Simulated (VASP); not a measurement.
Input of a VASP 6.6.1 run:

The input INCAR:

```
SYSTEM = TaN
PREC = Accurate
ENCUT = 520
EDIFF = 1E-7
ISMEAR = 0
SIGMA = 0.15
LREAL = .False.
LASPH = .True.
NELM = 80
ALGO = Normal
ISIF = 2
LWAVE = .False.
LCHARG = .True.
GGA = PS
LELF = .True.
LVHAR = .True.
NBANDS = 33
```

The input KPOINTS:

```
Automatic mesh
0
Gamma
  12 12 16
  0 0 0
```

POSCAR

```
TaN
1.0
    5.6214965660      0.0000000000      0.0000000000
   -2.8107482830      4.8683588335      0.0000000000
    0.0000000000      0.0000000000      3.0197308902
Ta N
3 3
Direct
    0.0000000000      0.0000000000      0.0000000000
    0.3333333333      0.6666666667      0.5000000000
    0.6666666667      0.3333333333      0.5000000000
    0.5000000000      0.0000000000      0.0000000000
    0.5000000000      0.5000000000      0.0000000000
    0.0000000000      0.5000000000      0.0000000000
```

Potentials or basis: VASP PAW PBE potentials, release 64 (Ta_pv, N).

Command:

```console
$ cat potpaw_PBE.64/Ta_pv/POTCAR potpaw_PBE.64/N/POTCAR > POTCAR
$ mpirun -np 1 vasp_std > vasp.out
```

**Question.** Predict the band gap on the k mesh.

**Answer.** Zero (bands 24 and 25 overlap by 1.73 eV).

**Question.** Predict the pressure.

**Answer.** -38.7 GPa.

Stress tensor (GPa, compression positive):
```
-37.19   0.00   0.00
  0.00 -37.19   0.00
  0.00   0.00 -41.65
```

Caveat: the cell differs from its parent crystal (strain +0.080 along x and y, +0.040 along z); the cell stands under tension; the PAW data sets were made with another functional, which shifts forces and pressure a little; spin-orbit coupling is left out, which moves the levels of the heavy elements.
